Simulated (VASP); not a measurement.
# InP (F-43m) in VASP: notebook

The runs below take InP through relaxation of cell and atoms, single point, with PBEsol.

Program: VASP 6.6.1. These are calculated values, not measurements. Logs are shortened: lines on timing, memory, paths and dates and some standing lists are left out, and cuts for length are marked.

### 1 The cell of the first run

It takes space group F-43m (No. 216, cubic). The conventional cell has a = 5.861 Å, b = 5.861 Å, c = 5.861 Å, α = 90.00°, β = 90.00°, γ = 90.00°. Within 3.3 Å of In (site symmetry -43m) lie 4 P at 2.54 Å. P (site symmetry -43m) has 4 In at 2.54 Å within 3.3 Å.

### 2 Relaxation of cell and atoms, PBEsol

INCAR reads:

```
  PREC = Accurate
  ENCUT = 600
  EDIFF = 1E-6
  ISMEAR = -1
  SIGMA = 0.08
  LREAL = F
  LASPH = T
  NELM = 80
  ALGO = Normal
  ISIF = 3
  LWAVE = F
  LCHARG = F
  GGA = PS
  IBRION = 2
  NSW = 100
  EDIFFG = -0.002
```

KPOINTS reads:

```
regular mesh
0
Gamma
  14 14 14
```

POSCAR reads:

```
InP
1.0
    0.0000000000      2.9305000000      2.9305000000
    2.9305000000      0.0000000000      2.9305000000
    2.9305000000      2.9305000000      0.0000000000
In P
1 1
Direct
    0.0000000000      0.0000000000      0.0000000000
    0.7500000000      0.7500000000      0.7500000000
```

Potentials or basis: VASP PAW PBE potentials, release 64 (In_d, P).

Run with:

```sh
> cat potpaw_PBE.64/In_d/POTCAR potpaw_PBE.64/P/POTCAR > POTCAR
> mpirun -np 1 vasp_std > vasp.out
```

OUTCAR:

```text
PREC = Accurate
   ENCUT = 600
   EDIFF = 1E-6
   ISMEAR = -1
   LREAL = F
   LASPH = T
   NELM = 80
   ISIF = 3
   GGA = PS
   IBRION = 2
   NSW = 100
   EDIFFG = -0.002

 ion  position               nearest neighbor table
   1  0.000  0.000  0.000-   2 2.54   2 2.54   2 2.54   2 2.54
   2  0.750  0.750  0.750-   1 2.54   1 2.54   1 2.54   1 2.54

  LATTYP: Found a face centered cubic cell.
 ALAT       =     5.8610000000

  Lattice vectors:

 A1 = (   0.0000000000,   2.9305000000,   2.9305000000)
 A2 = (   2.9305000000,   0.0000000000,   2.9305000000)
 A3 = (   2.9305000000,   2.9305000000,   0.0000000000)

Analysis of symmetry for initial positions (statically):
=====================================================================
 Subroutine PRICEL returns:
 Original cell was already a primitive cell.

 Routine SETGRP: Setting up the symmetry group for a
 face centered cubic supercell.

 Subroutine GETGRP returns: Found 24 space group operations
 (whereof 24 operations were pure point group operations)
 out of a pool of 48 trial point group operations.

The static configuration has the point symmetry T_d .

Analysis of symmetry for dynamics (positions and initial velocities):
=====================================================================
 Subroutine PRICEL returns:
 Original cell was already a primitive cell.

 Routine SETGRP: Setting up the symmetry group for a
 face centered cubic supercell.

 Subroutine GETGRP returns: Found 24 space group operations
 (whereof 24 operations were pure point group operations)
 out of a pool of 48 trial point group operations.

The dynamic configuration has the point symmetry T_d .

 Subroutine INISYM returns: Found 24 space group operations
 (whereof 24 operations are pure point group operations),
 and found     1 'primitive' translations

----------------------------------------------------------------------------------------

                                     Primitive cell

  volume of cell :      50.3333

  direct lattice vectors                    reciprocal lattice vectors
     0.000000000  2.930500000  2.930500000    -0.170619348  0.170619348  0.170619348
     2.930500000  0.000000000  2.930500000     0.170619348 -0.170619348  0.170619348
     2.930500000  2.930500000  0.000000000     0.170619348  0.170619348 -0.170619348

  length of vectors
     4.144352845  4.144352845  4.144352845     0.295521380  0.295521380  0.295521380

  position of ions in fractional coordinates (direct lattice)
     0.000000000  0.000000000  0.000000000
     0.750000000  0.750000000  0.750000000

  ion indices of the primitive-cell ions
   primitive index   ion index
                 1           1
                 2           2

----------------------------------------------------------------------------------------

 KPOINTS: regular mesh

Automatic generation of k-mesh.
 Grid dimensions read from file:
 generate k-points for:   14   14   14

 Generating k-lattice:

  Cartesian coordinates                     Fractional coordinates (reciprocal lattice)
    -0.012187096  0.012187096  0.012187096     0.071428571  0.000000000  0.000000000
     0.012187096 -0.012187096  0.012187096     0.000000000  0.071428571  0.000000000
     0.012187096  0.012187096 -0.012187096     0.000000000  0.000000000  0.071428571

  Length of vectors
     0.021108670  0.021108670  0.021108670

  Shift w.r.t. Gamma in fractional coordinates (k-lattice)
     0.000000000  0.000000000  0.000000000

 Subroutine IBZKPT returns following result:
 ===========================================

 Found    104 irreducible k-points:

 Following reciprocal coordinates:
            Coordinates               Weight
  0.000000  0.000000  0.000000      1.000000
  0.071429  0.000000  0.000000      8.000000
  0.142857  0.000000  0.000000      8.000000
  0.214286  0.000000  0.000000      8.000000
  0.285714  0.000000  0.000000      8.000000
  0.357143  0.000000  0.000000      8.000000
[... 16 lines left out ...]
  0.214286  0.142857  0.000000     24.000000
  0.285714  0.142857  0.000000     24.000000
 [... further k-points ...]
   k-points           NKPTS =    104   k-points in BZ     NKDIM =    104   number of bands    NBANDS=     13
   number of dos      NEDOS =    301   number of ions     NIONS =      2
   total plane-waves  NPLWV =  46656
   dimension x,y,z NGX =    36 NGY =   36 NGZ =   36
   dimension x,y,z NGXF=    72 NGYF=   72 NGZF=   72
   ions per type =               1   1
   NGX,Y,Z   is equivalent  to a cutoff of  14.44, 14.44, 14.44 a.u.
   NGXF,Y,Z  is equivalent  to a cutoff of  28.88, 28.88, 28.88 a.u.
 SYSTEM =  unknown system
   PREC   = accura    normal or accurate (medium, high low for compatibility)
   ISTART =      0    job   : 0-new  1-cont  2-samecut
   ICHARG =      2    charge: 1-file 2-atom 10-const
   ISPIN  =      1    spin polarized calculation?
   LNONCOLLINEAR =      F non collinear calculations
   LSORBIT =      F    spin-orbit coupling
   LASPH  =      T    aspherical Exc in radial PAW
   ENCUT  =  600.0 eV  44.10 Ry    6.64 a.u.   8.28  8.28  8.28*2*pi/ulx,y,z
   NELM   =     80;   NELMIN=  2; NELMDL= -5     # of ELM steps
   EDIFF  = 0.1E-05   stopping-criterion for ELM
   LREAL  =      F    real-space projection
   EDIFFG = -.2E-02   stopping-criterion for IOM
   NSW    =    100    number of steps for IOM
   IBRION =      2    ionic relax: 0-MD 1-quasi-New 2-CG
   NFREE  =      1    steps in history (QN), initial steepest desc. (CG)
   ISIF   =      3    stress and relaxation
   ISYM   =      2    0-nonsym 1-usesym 2-fastsym
   POTIM  = 0.5000    time-step for ionic-motion
   TEBEG  =    0.0;   TEEND  =   0.0 temperature during run
   PSTRESS=    0.0 pullay stress
   NELECT =      18.0000    total number of electrons
   NUPDOWN=      -1.0000    fix difference up-down
   EMIN   =  10.00;   EMAX   =-10.00  energy-range for DOS
   EFERMI =   0.00;   METHOD = LEGACY
   ISMEAR =    -1;   SIGMA  =   0.08  broadening in eV -4-tet -1-fermi 0-gaus
   EFERMI_NEDOS =   21; number of points for ismear=-14 and -15
   IALGO  =     38    algorithm
   IMIX   =      4    mixing-type and parameters
     AMIX     =   0.40;   BMIX     =  1.00
     AMIX_MAG =   1.60;   BMIX_MAG =  1.00
  volume/ion in A,a.u.               =      25.17       169.83
  Fermi-wavevector in a.u.,A,eV,Ry     =   1.162021  2.195901 18.371846  1.350293
  Thomas-Fermi vector in A             =   2.298587
   LORBIT       =      0    0 simple, 1 ext, 2 COOP (PROOUT), +10 PAW based schemes
   GGA     = PS    functional components
   LHFCALC =     F    Hartree Fock is set to
   AEXX    =    0.0000 exact exchange contribution
   IVDW    =     0    specifies the selected vdW correction
   LEPSILON=     F    determine dielectric tensor
   LRPA    =     F    only Hartree local field effects (RPA)
 conjugate gradient relaxation of ions
 non-spin polarized calculation
  energy-cutoff  :      600.00
  volume of cell :       50.33
 maximum number of plane-waves:      1704
 NGX is ok and might be reduce to    36
   NGX = 17   NGY = 17   NGZ = 17

--------------------------------------- Ionic step        1  -------------------------------------------

 number of electron      17.9999998 magnetization

 Free energy of the ion-electron system (eV)
  ---------------------------------------------------
  ext. energy  EPLUGINS =         0.00000000
  ---------------------------------------------------
  free energy    TOTEN  =        -9.15665801 eV

  energy without entropy =       -9.15659922  energy(sigma->0) =       -9.15662862

------------------------ aborting loop because EDIFF is reached ----------------------------------------

  FORCE on cell =-STRESS in cart. coord.  units (eV):
  Direction    XX          YY          ZZ          XY          YZ          ZX
  --------------------------------------------------------------------------------------
  -------------------------------------------------------------------------------------
  Total        0.1970215      0.1970215      0.1970215      0.0000000     -0.0000000      0.0000000
  in kB        6.2714664      6.2714664      6.2714664      0.0000000     -0.0000000      0.0000000
  external PRESSURE =       6.2714664 kB  Pullay stress =       0.0000000 kB
[... 57 lines left out ...]
  energy  without entropy=       -9.1572199835  energy(sigma->0) =       -9.15726275

--------------------------------------- Ionic step        3  -------------------------------------------

 number of electron      17.9999998 magnetization

 Free energy of the ion-electron system (eV)
  ---------------------------------------------------
  ext. energy  EPLUGINS =         0.00000000
  ---------------------------------------------------
  free energy    TOTEN  =        -9.15756731 eV

  energy without entropy =       -9.15749217  energy(sigma->0) =       -9.15752974

 E-fermi :   5.3973     XC(G=0):  -9.4388

 val. band max:        4.9896513636   @ k =   0.0000   0.0000   0.0000
 cond. band min:       5.5554973154   @ k =   0.0000   0.0000   0.0000
 fundamental gap:      0.5658459518
 Fermi energy:         5.3973311989

 k-point     1 :       0.0000    0.0000    0.0000
  band No.  band energies     occupation
      1      -9.1390      2.00000
      2      -9.1390      2.00000
      3      -9.1390      2.00000
      4      -8.9889      2.00000
      5      -8.9889      2.00000
      6      -6.4948      2.00000
      7       4.9897      1.98783
      8       4.9897      1.98783
      9       4.9897      1.98783
     10       5.5555      0.24326
     11       9.0071      0.00000
     12       9.0071      0.00000
     13       9.0071      0.00000
[... 353 lines left out ...]
 k-point    24 :       0.2857    0.1429    0.0000
  band No.  band energies     occupation
      1      -9.2204      2.00000
      2      -9.1048      2.00000
      3      -9.1008      2.00000
      4      -9.0015      2.00000
      5      -8.9762      2.00000
      6      -5.6909      2.00000
      7       1.5545      2.00000
      8       3.8203      2.00000
      9       3.8811      2.00000
     10       7.5922      0.00000
     11       8.5079      0.00000
     12      10.3652      0.00000
     13      10.5813      0.00000

 [... further k-points ...]

------------------------ aborting loop because EDIFF is reached ----------------------------------------

  FORCE on cell =-STRESS in cart. coord.  units (eV):
  Direction    XX          YY          ZZ          XY          YZ          ZX
  --------------------------------------------------------------------------------------
  -------------------------------------------------------------------------------------
  Total       -0.0025358     -0.0025358     -0.0025358     -0.0000000      0.0000000     -0.0000000
  in kB       -0.0799764     -0.0799764     -0.0799764     -0.0000000      0.0000000     -0.0000000
  external PRESSURE =      -0.0799764 kB  Pullay stress =       0.0000000 kB
[... 17 lines left out ...]
  FREE ENERGIE OF THE ION-ELECTRON SYSTEM (eV)
  ---------------------------------------------------
  free  energy   TOTEN  =        -9.1575673121 eV

  energy  without entropy=       -9.1574921660  energy(sigma->0) =       -9.15752974

 reached required accuracy - stopping structural energy minimisation
```

It took 2.1 min on 1 thread of AMD EPYC 9R45 (Zen 5), shared host; peak memory 0.24 GiB.

What came out:

```yaml
Free_energy: -9.1576 eV
Relaxed_volume: 25.40 Å³/atom
Relaxed_cell: a = 4.157 Å, b = 4.157 Å, c = 4.157 Å, α = 60.00°, β = 60.00°, γ = 60.00°
Space_group_after_relaxing_to_0.1_Å: F-43m (No. 216)
Energy_gained_by_relaxing: 0.5 meV/atom
Ionic_steps: 3
Pressure_after_relaxing: 0.0 GPa
Band_gap_on_the_k_mesh: 0.57 eV
```

Step by step:
```tsv
step	energy change (eV)	largest force (eV/Å)	pressure (GPa)	volume (Å³)
1	0.0000	0.0000	0.63	50.33
2	-0.0006	0.0000	-0.31	51.05
3	-0.0009	0.0000	-0.01	50.80
```

Final structure:
```cif
data_structure
_symmetry_space_group_name_H-M 'P 1'
_symmetry_Int_Tables_number 1
_cell_length_a 4.1571
_cell_length_b 4.1571
_cell_length_c 4.1571
_cell_angle_alpha 60.000
_cell_angle_beta 60.000
_cell_angle_gamma 60.000
_cell_volume 50.80
loop_
_atom_site_label
_atom_site_type_symbol
_atom_site_fract_x
_atom_site_fract_y
_atom_site_fract_z
_atom_site_occupancy
In1 In 0.00000 0.00000 0.00000 1
P1 P 0.75000 0.75000 0.75000 1
```

Caveat: the PAW data sets were made with another functional, which shifts forces and pressure a little; spin-orbit coupling is left out, which moves the levels of the heavy elements.

### 3 Single point, PBEsol

This run uses another cell than the first one, of 25.39 Å³/atom.

INCAR reads:

```
SYSTEM = InP
  PREC = Accurate
  ENCUT = 520
  EDIFF = 1E-6
  ISMEAR = -1
  SIGMA = 0.08
  LREAL = .FALSE.
  LASPH = .TRUE.
  NELM = 80
  ALGO = Normal
  ISIF = 2
  LWAVE = .FALSE.
  LCHARG = .FALSE.
  GGA = PS
  NBANDS = 16
```

KPOINTS reads:

```
regular mesh
0
G
  14 14 14
  0 0 0
```

POSCAR reads:

```
InP
1.0
    0.0000000000      2.9393013716      2.9393013716
    2.9393013716      0.0000000000      2.9393013716
    2.9393013716      2.9393013716      0.0000000000
In P
1 1
Direct
    0.0000000000      0.0000000000      0.0000000000
    0.7500000000      0.7500000000      0.7500000000
```

Potentials or basis: VASP PAW PBE potentials, release 64 (In_d, P).

Run with:

```sh
> cat potpaw_PBE.64/In_d/POTCAR potpaw_PBE.64/P/POTCAR > POTCAR
> mpirun -np 1 vasp_std > vasp.out
```

It took 74 s on 1 thread of Intel Xeon 8259CL, shared host; peak memory 0.23 GiB.

Results (log left out):

```yaml
Free_energy: -9.1573 eV
Pressure: 0.0 GPa
Band_gap_on_the_k_mesh: 0.57 eV
```

Levels at points of the mesh, in eV from the valence-band top:
| k point | band 6 | band 7 | band 8 | band 9 | band 10 | band 11 | band 12 | band 13 |
| --- | --- | --- | --- | --- | --- | --- | --- | --- |
| (0.00, 0.00, 0.00) | -11.49 | 0.00 | 0.00 | 0.00 | 0.57 | 4.02 | 4.02 | 4.02 |
| (0.50, 0.00, 0.00) | -9.77 | -5.75 | -0.97 | -0.97 | 1.38 | 4.74 | 4.74 | 6.93 |
| (0.50, 0.50, 0.00) | -9.11 | -5.78 | -2.32 | -2.32 | 1.65 | 2.17 | 9.04 | 9.47 |

Caveat: the PAW data sets were made with another functional, which shifts forces and pressure a little; spin-orbit coupling is left out, which moves the levels of the heavy elements.
